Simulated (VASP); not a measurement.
# Sb (R-3m) in VASP: notebook

Runs on Sb. Level: LDA. Tasks: single point, relaxation of cell and atoms.

Everything below comes from runs of VASP 6.6.1. Logs are shortened: lines on timing, memory, paths and dates and some standing lists are left out, and cuts for length are marked.

### 1 The cell of the first run

Symmetry: R-3m, No. 166, trigonal system. Conventional cell: a = 4.294 Å, b = 4.294 Å, c = 10.964 Å, α = 90.00°, β = 90.00°, γ = 120.00°. Sb (site symmetry 3m) has 6 Sb at 2.91 to 3.27 Å within 3.8 Å.

### 2 Single point, LDA

INCAR

```
  PREC = Accurate
  ENCUT = 520
  EDIFF = 1E-6
  ISMEAR = 0
  SIGMA = 0.05
  LREAL = False
  LASPH = True
  NELM = 80
  ALGO = Normal
  ISIF = 2
  LWAVE = False
  LCHARG = True
  GGA = CA
  LELF = True
  LVHAR = True
  NBANDS = 12
```

KPOINTS

```
regular mesh
0
Gamma
  12 12 12
```

POSCAR

```
Sb
1.0
    2.1470889964      1.2396224100      3.6547551018
   -2.1470889964      1.2396224100      3.6547551018
    0.0000000000     -2.4792448200      3.6547551018
Sb
2
Direct
    0.2358905479      0.2358905479      0.2358905479
    0.7641094521      0.7641094521      0.7641094521
```

Potentials or basis: VASP PAW LDA potentials, release 64 (Sb).

Started as:

```bash
cat potpaw_LDA.64/Sb/POTCAR > POTCAR
mpirun -np 1 vasp_std > vasp.out
```

OUTCAR:

```text
PREC = Accurate
   ENCUT = 520
   EDIFF = 1E-6
   ISMEAR = 0
   LREAL = False
   LASPH = True
   NELM = 80
   ISIF = 2
   GGA = CA

 ion  position               nearest neighbor table
   1  0.236  0.236  0.236-   2 2.91   2 2.91   2 2.91   2 3.27   2 3.27   2 3.27
   2  0.764  0.764  0.764-   1 2.91   1 2.91   1 2.91   1 3.27   1 3.27   1 3.27

  LATTYP: Found a trigonal (rhomboedric) cell.
 ALAT       =     4.4163208366
 COS(alpha) =     0.5272746902

  Lattice vectors:

 A1 = (   2.1470889964,   1.2396224100,   3.6547551018)
 A2 = (  -2.1470889964,   1.2396224100,   3.6547551018)
 A3 = (   0.0000000000,  -2.4792448200,   3.6547551018)

Analysis of symmetry for initial positions (statically):
=====================================================================
 Subroutine PRICEL returns:
 Original cell was already a primitive cell.

 Routine SETGRP: Setting up the symmetry group for a
 trigonal (rhombohedral) supercell.

 Subroutine GETGRP returns: Found 12 space group operations
 (whereof 12 operations were pure point group operations)
 out of a pool of 12 trial point group operations.

The static configuration has the point symmetry D_3d.

Analysis of symmetry for dynamics (positions and initial velocities):
=====================================================================
 Subroutine PRICEL returns:
 Original cell was already a primitive cell.

 Routine SETGRP: Setting up the symmetry group for a
 trigonal (rhombohedral) supercell.

 Subroutine GETGRP returns: Found 12 space group operations
 (whereof 12 operations were pure point group operations)
 out of a pool of 12 trial point group operations.

The dynamic configuration has the point symmetry D_3d.

 Subroutine INISYM returns: Found 12 space group operations
 (whereof 12 operations are pure point group operations),
 and found     1 'primitive' translations

----------------------------------------------------------------------------------------

                                     Primitive cell

  volume of cell :      58.3645

  direct lattice vectors                    reciprocal lattice vectors
     2.147088996  1.239622410  3.654755102     0.232873440  0.134449543  0.091205381
    -2.147088996  1.239622410  3.654755102    -0.232873440  0.134449543  0.091205381
     0.000000000 -2.479244820  3.654755102     0.000000000 -0.268899086  0.091205381

  length of vectors
     4.416320837  4.416320837  4.416320837     0.283945664  0.283945664  0.283945664

  position of ions in fractional coordinates (direct lattice)
[... 85 lines left out ...]
   ISIF   =      2    stress and relaxation
   ISYM   =      2    0-nonsym 1-usesym 2-fastsym
   POTIM  = 0.5000    time-step for ionic-motion
   TEBEG  =    0.0;   TEEND  =   0.0 temperature during run
   PSTRESS=    0.0 pullay stress
   NELECT =      10.0000    total number of electrons
   NUPDOWN=      -1.0000    fix difference up-down
   EMIN   =  10.00;   EMAX   =-10.00  energy-range for DOS
   EFERMI =   0.00;   METHOD = LEGACY
   ISMEAR =     0;   SIGMA  =   0.05  broadening in eV -4-tet -1-fermi 0-gaus
   EFERMI_NEDOS =   21; number of points for ismear=-14 and -15
   IALGO  =     38    algorithm
   IMIX   =      4    mixing-type and parameters
     AMIX     =   0.40;   BMIX     =  1.00
     AMIX_MAG =   1.60;   BMIX_MAG =  1.00
  volume/ion in A,a.u.               =      29.18       196.93
  Fermi-wavevector in a.u.,A,eV,Ry     =   0.909268  1.718267 11.248862  0.826768
  Thomas-Fermi vector in A             =   2.033292
   LORBIT       =      0    0 simple, 1 ext, 2 COOP (PROOUT), +10 PAW based schemes
   GGA     = CA    functional components
   LHFCALC =     F    Hartree Fock is set to
   AEXX    =    0.0000 exact exchange contribution
   IVDW    =     0    specifies the selected vdW correction
   LEPSILON=     F    determine dielectric tensor
   LRPA    =     F    only Hartree local field effects (RPA)
 non-spin polarized calculation
 Gauss-broadening in eV      SIGMA  =   0.05
  energy-cutoff  :      520.00
  volume of cell :       58.36
 maximum number of plane-waves:      1586
 NGX is ok and might be reduce to    36
   NGX = 17   NGY = 17   NGZ = 17

 number of electron      10.0000000 magnetization

 Free energy of the ion-electron system (eV)
  ---------------------------------------------------
  ext. energy  EPLUGINS =         0.00000000
  ---------------------------------------------------
  free energy    TOTEN  =        -9.62855537 eV

  energy without entropy =       -9.62840738  energy(sigma->0) =       -9.62848137

 E-fermi :   7.4712     XC(G=0):  -9.8701

 val. band max:        7.4045267192   @ k =   0.2500   0.2500   0.1667
 cond. band min:       7.4750735062   @ k =   0.5000   0.5000   0.5000
 fundamental gap:      0.0705467870
 Fermi energy:         7.4712428732

 k-point     1 :       0.0000    0.0000    0.0000
  band No.  band energies     occupation
      1      -5.3849      2.00000
      2       2.8676      2.00000
      3       5.5416      2.00000
      4       5.6772      2.00000
      5       5.6772      2.00000
      6       9.8632      0.00000
      7      10.3704      0.00000
      8      10.3704      0.00000
      9      12.4746      0.00000
     10      12.4746      0.00000
     11      12.6590      0.00000
     12      14.0603      0.00000
[... 331 lines left out ...]
 k-point    24 :      -0.4167    0.1667    0.0000
  band No.  band energies     occupation
      1      -2.7749      2.00000
      2      -2.0788      2.00000
      3       3.7661      2.00000
      4       5.3555      2.00000
      5       5.8158      2.00000
      6       8.4859      0.00000
      7       8.9172      0.00000
      8      10.7154      0.00000
      9      14.1442      0.00000
     10      14.5533      0.00000
     11      15.1683      0.00000
     12      17.8153      0.00000

 [... further k-points ...]
[... 5 lines left out ...]
  --------------------------------------------------------------------------------------
  -------------------------------------------------------------------------------------
  Total        0.1180099      0.1180099      0.0875973      0.0000000      0.0000000      0.0000000
  in kB        3.2395148      3.2395148      2.4046529      0.0000000      0.0000000      0.0000000
  external PRESSURE =       2.9612275 kB  Pullay stress =       0.0000000 kB

 VOLUME and BASIS-vectors are now :
 -----------------------------------------------------------------------------
  energy-cutoff  :      520.00
  volume of cell :       58.36
      direct lattice vectors                 reciprocal lattice vectors
     2.147088996  1.239622410  3.654755102     0.232873440  0.134449543  0.091205381
    -2.147088996  1.239622410  3.654755102    -0.232873440  0.134449543  0.091205381
     0.000000000 -2.479244820  3.654755102     0.000000000 -0.268899086  0.091205381

 POSITION                                       TOTAL-FORCE (eV/Angst)
 -----------------------------------------------------------------------------------
      0.00000      0.00000      2.58637         0.000000     -0.000000      0.061634
      0.00000      0.00000      8.37790         0.000000      0.000000     -0.061634
 -----------------------------------------------------------------------------------
    total drift:                               -0.000000      0.000000     -0.000000

  FREE ENERGIE OF THE ION-ELECTRON SYSTEM (eV)
  ---------------------------------------------------
  free  energy   TOTEN  =        -9.6285553664 eV

  energy  without entropy=       -9.6284073804  energy(sigma->0) =       -9.62848137
```

It took 48 s on 1 thread of AMD EPYC 9R45 (Zen 5), shared host; peak memory 0.22 GiB.

Results:

```
Free energy            : -9.6286 eV
Pressure               : 0.3 GPa
Largest force          : 0.062 eV/Å
Band gap on the k mesh : zero (band 5 reaches 7.63 eV, above the bottom of band 6 at 7.35 eV)
```

Forces on the atoms (eV/Å):
```
Sb   0.000  0.000  0.062
Sb   0.000  0.000 -0.062
```

Levels at points of the mesh, in eV from the Fermi level:
```csv
k point,band 2,band 3,band 4,band 5,band 6,band 7,band 8,band 9
"(0.00, 0.00, 0.00)",-4.60,-1.93,-1.79,-1.79,2.39,2.90,2.90,5.00
"(0.50, 0.00, 0.00)",-9.76,-1.73,-1.55,-0.24,-0.12,0.30,0.36,7.93
"(0.50, 0.50, 0.00)",-7.89,-5.60,-3.77,-3.74,1.62,5.20,5.60,7.30
"(0.50, 0.50, 0.50)",-9.17,-1.22,-1.22,-0.42,0.00,0.00,1.05,7.37
```

Caveat: spin-orbit coupling is left out, which moves the levels of the heavy elements.

### 3 Single point, LDA

INCAR

```
SYSTEM = Sb
  PREC = Accurate
  ENCUT = 520
  EDIFF = 1E-7
  ISMEAR = 0
  SIGMA = 0.05
  LREAL = .FALSE.
  LASPH = .TRUE.
  NELM = 80
  ALGO = Normal
  ISIF = 2
  LWAVE = .FALSE.
  LCHARG = .FALSE.
  NBANDS = 12
```

KPOINTS

```
Automatic mesh
0
G
  12 12 12
  0 0 0
```

POSCAR is that of step 2.

Potentials or basis: VASP PAW LDA potentials, release 64 (Sb).

Started as:

```bash
cat potpaw_LDA.64/Sb/POTCAR > POTCAR
mpirun -np 1 vasp_std > vasp.out
```

OUTCAR:

```text
SYSTEM = Sb
   PREC = Accurate
   ENCUT = 520
   EDIFF = 1E-7
   ISMEAR = 0
   LREAL = .FALSE.
   LASPH = .TRUE.
   NELM = 80
   ISIF = 2

 ion  position               nearest neighbor table
   1  0.236  0.236  0.236-   2 2.91   2 2.91   2 2.91   2 3.27   2 3.27   2 3.27
   2  0.764  0.764  0.764-   1 2.91   1 2.91   1 2.91   1 3.27   1 3.27   1 3.27

  LATTYP: Found a trigonal (rhomboedric) cell.
 ALAT       =     4.4163208366
 COS(alpha) =     0.5272746902

  Lattice vectors:

 A1 = (   2.1470889964,   1.2396224100,   3.6547551018)
 A2 = (  -2.1470889964,   1.2396224100,   3.6547551018)
[... 547 lines left out ...]

  FORCE on cell =-STRESS in cart. coord.  units (eV):
  Direction    XX          YY          ZZ          XY          YZ          ZX
  --------------------------------------------------------------------------------------
  -------------------------------------------------------------------------------------
  Total        0.1170249      0.1170249      0.0866650     -0.0000000      0.0000000      0.0000000
  in kB        3.2124763      3.2124763      2.3790588     -0.0000000      0.0000000      0.0000000
  external PRESSURE =       2.9346705 kB  Pullay stress =       0.0000000 kB

 VOLUME and BASIS-vectors are now :
 -----------------------------------------------------------------------------
  energy-cutoff  :      520.00
  volume of cell :       58.36
      direct lattice vectors                 reciprocal lattice vectors
     2.147088996  1.239622410  3.654755102     0.232873440  0.134449543  0.091205381
    -2.147088996  1.239622410  3.654755102    -0.232873440  0.134449543  0.091205381
     0.000000000 -2.479244820  3.654755102     0.000000000 -0.268899086  0.091205381

 POSITION                                       TOTAL-FORCE (eV/Angst)
 -----------------------------------------------------------------------------------
      0.00000      0.00000      2.58637         0.000000      0.000000      0.061720
      0.00000      0.00000      8.37790         0.000000      0.000000     -0.061720
 -----------------------------------------------------------------------------------
    total drift:                               -0.000000      0.000000     -0.000000

  FREE ENERGIE OF THE ION-ELECTRON SYSTEM (eV)
  ---------------------------------------------------
  free  energy   TOTEN  =        -9.6285554008 eV

  energy  without entropy=       -9.6284073884  energy(sigma->0) =       -9.62848139
```

stdout:

```text
POSCAR found type information on POSCAR Sb
 POSCAR found :  1 types and       2 ions
 scaLAPACK will be used
 LDA part: xc-table for (Slater(with rela. corr.)+CA(PZ))
 , standard interpolation
 POSCAR, INCAR and KPOINTS ok, starting setup
 FFT: planning ... GRIDC
 FFT: planning ... GRID_SOFT
 FFT: planning ... GRID
 WAVECAR not read
 entering main loop
```

Run time: 58 s. Hardware: 1 thread of AMD EPYC 9R45 (Zen 5), shared host; peak memory 0.21 GiB.

What came out:

```
Free energy            : -9.6286 eV
Pressure               : 0.3 GPa
Largest force          : 0.062 eV/Å
Band gap on the k mesh : zero (band 5 reaches 7.63 eV, above the bottom of band 6 at 7.35 eV)
```

Forces in eV/Å, atoms in the order of the input:
```
Sb   0.000  0.000  0.062
Sb   0.000  0.000 -0.062
```

Caveat: spin-orbit coupling is left out, which moves the levels of the heavy elements.

### 4 Relaxation of cell and atoms, LDA

This run uses another cell than the first one, of 30.21 Å³/atom, 1.035 times its volume.

INCAR

```
ALGO = Normal ; EDIFF = 1E-6
EDIFFG = -0.01 ; ENCUT = 600
IBRION = 2 ; ISIF = 3
ISMEAR = 0 ; LASPH = T
LCHARG = F ; LREAL = F
LWAVE = F ; NELM = 60
NSW = 80 ; PREC = Accurate
SIGMA = 0.05
```

KPOINTS

```
k-points
0
Gamma
  12 12 12
```

POSCAR

```
Sb
1.0
    2.1107707375      1.2186540535      3.9141663933
   -2.1107707375      1.2186540535      3.9141663933
    0.0000000000     -2.4373081070      3.9141663933
Sb
2
Direct
    0.2275400000      0.2275400000      0.2275400000
    0.7724600000      0.7724600000      0.7724600000
```

Started as:

```bash
cat potpaw_LDA.64/Sb/POTCAR > POTCAR
mpirun -np 1 vasp_std > vasp.out
```

Run time: 5.9 min. Hardware: 1 thread of AMD EPYC 9R45 (Zen 5), shared host; peak memory 0.24 GiB.

Results (log left out):

```
Free energy                            : -9.6292 eV
Relaxed volume                         : 29.24 Å³/atom
Relaxed cell                           : a = 4.413 Å, b = 4.413 Å, c = 4.413 Å, α = 58.35°, β = 58.35°, γ = 58.35°
Space group after relaxing (to 0.05 Å) : R-3m (No. 166)
Energy gained by relaxing              : 48.2 meV/atom
Ionic steps                            : 17
Pressure after relaxing                : 0.0 GPa
Largest force after relaxing           : 0.003 eV/Å
Band gap on the k mesh                 : zero (band 5 reaches 7.59 eV, above the bottom of band 6 at 7.33 eV)
```

Forces in eV/Å, atoms in the order of the input:
```
Sb   0.000  0.000  0.003
Sb   0.000  0.000 -0.003
```

Step by step:
| step | energy change (eV) | largest force (eV/Å) | pressure (GPa) | volume (Å³) |
| --- | --- | --- | --- | --- |
| 1 | 0.0000 | 0.8755 | 2.06 | 60.41 |
| 2 | -0.0329 | 0.0172 | -2.68 | 63.86 |
| 3 | -0.0416 | 0.2631 | -1.32 | 62.72 |
| 4 | -0.0660 | 0.1886 | -0.89 | 61.31 |
| 5 | -0.0919 | 0.0437 | 0.69 | 58.12 |
| 6 | -0.0948 | 0.1056 | -0.50 | 58.73 |
| 7 | -0.0955 | 0.0652 | -0.16 | 58.54 |
| 8 | -0.0962 | 0.0191 | 0.06 | 58.33 |
| 9 | -0.0962 | 0.0174 | 0.06 | 58.32 |
| 10 | -0.0962 | 0.0135 | 0.08 | 58.31 |
| 11 | -0.0962 | 0.0165 | 0.07 | 58.32 |
| 12 | -0.0963 | 0.0150 | -0.04 | 58.45 |
| 13 | -0.0963 | 0.0149 | -0.05 | 58.43 |
| 14 | -0.0963 | 0.0151 | -0.04 | 58.42 |
| 15 | -0.0963 | 0.0026 | 0.02 | 58.42 |
| 16 | -0.0963 | 0.0009 | 0.03 | 58.42 |
| 17 | -0.0963 | 0.0030 | -0.01 | 58.48 |

Final structure:
```cif
data_structure
_symmetry_space_group_name_H-M 'P 1'
_symmetry_Int_Tables_number 1
_cell_length_a 4.4132
_cell_length_b 4.4132
_cell_length_c 4.4132
_cell_angle_alpha 58.349
_cell_angle_beta 58.349
_cell_angle_gamma 58.349
_cell_volume 58.48
loop_
_atom_site_label
_atom_site_type_symbol
_atom_site_fract_x
_atom_site_fract_y
_atom_site_fract_z
_atom_site_occupancy
Sb1 Sb 0.23644 0.23644 0.23644 1
Sb2 Sb 0.76356 0.76356 0.76356 1
```

Levels at points of the mesh, in eV from the Fermi level:
```tsv
k point	band 1	band 2	band 3	band 4	band 5	band 6	band 7	band 8	band 9
(0.00, 0.00, 0.00)	-12.81	-4.60	-1.89	-1.77	-1.77	2.46	2.93	2.93	5.00
(0.50, 0.00, 0.00)	-10.34	-9.74	-1.67	-1.48	-0.23	-0.09	0.31	0.33	7.99
(0.50, 0.50, 0.00)	-10.34	-7.85	-5.59	-3.74	-3.71	1.67	5.21	5.59	7.30
(0.50, 0.50, 0.50)	-10.99	-9.17	-1.18	-1.18	-0.40	-0.01	-0.01	1.01	7.44
```

Caveat: spin-orbit coupling is left out, which moves the levels of the heavy elements.
